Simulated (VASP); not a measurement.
Here is a VASP 6.6.1 calculation.

INCAR

```
SYSTEM = Ru
PREC = Accurate ; ENCUT = 520
EDIFF = 1E-6 ; ISMEAR = 0
SIGMA = 0.15 ; LREAL = .False.
LASPH = .True. ; NELM = 100
ALGO = Fast ; ISIF = 2
LWAVE = .False. ; LCHARG = .False.
GGA = PS ; NBANDS = 21
```

KPOINTS

```
Automatic mesh
0
Gamma
  18 18 10
  0 0 0
```

Contents of POSCAR:

```
Ru
1.0
    2.7650000000      0.0000000000      0.0000000000
   -1.3825000000      2.3945602415      0.0000000000
    0.0000000000      0.0000000000      4.3544000000
Ru
2
Direct
    0.3333333333      0.6666666667      0.2500000000
    0.6666666667      0.3333333333      0.7500000000
```

Potentials or basis: VASP PAW PBE potentials, release 64 (Ru_pv).

The run is started by

```bash
$ cat potpaw_PBE.64/Ru_pv/POTCAR > POTCAR
$ mpirun -np 1 vasp_std > vasp.out
```

(1) What does it give for the pressure?

(2) What does it give for the band gap on the k mesh?

Results:

(1) -22.7 GPa.

(2) zero (band 14 reaches 12.99 eV, above the bottom of band 15 at 10.13 eV).

Caveat: the PAW data sets were made with another functional, which shifts forces and pressure a little.
